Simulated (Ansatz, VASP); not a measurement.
# Ag2O: VASP beside Ansatz

```
Ag O
1.0
     4.76828    0.00000    0.00000
     0.00000    4.76828    0.00000
     0.00000    0.00000    4.76828
Ag O
4 2
Direct
  0.75000 0.75000 0.75000
  0.75000 0.25000 0.25000
  0.25000 0.25000 0.75000
  0.25000 0.75000 0.25000
  0.00000 0.00000 0.00000
  0.50000 0.50000 0.50000
```

Alike in both runs: task single point; functional r2SCAN; dispersion D4; k mesh 6 × 6 × 6; occupations gaussian, width 0.05 eV; no spin polarisation.

```csv
,VASP,Ansatz
version,VASP 6.6.1,Ansatz 0.2.0
potentials or method,"VASP PAW PBE potentials, release 64 (Ag, O), cutoff 660 eV","scalar-relativistic, plane waves, PAW"
valence electrons in the cell,56,88
```

Ansatz gave:

- gap on the k mesh at the Fermi level (eV): 0.23
- least direct gap on the mesh (eV): 0.23
- pressure (GPa): -1.7

**Question.** Which values does VASP return?

**Answer.** gap on the k mesh at the Fermi level (eV): 0.23; least direct gap on the mesh (eV): 0.23; pressure (GPa): -1.9.

VASP's potentials were made for PBE, not for r2SCAN. VASP's potentials hold 56 valence electrons a cell and Ansatz's 88, so a difference there can come from the potentials and not from the codes.
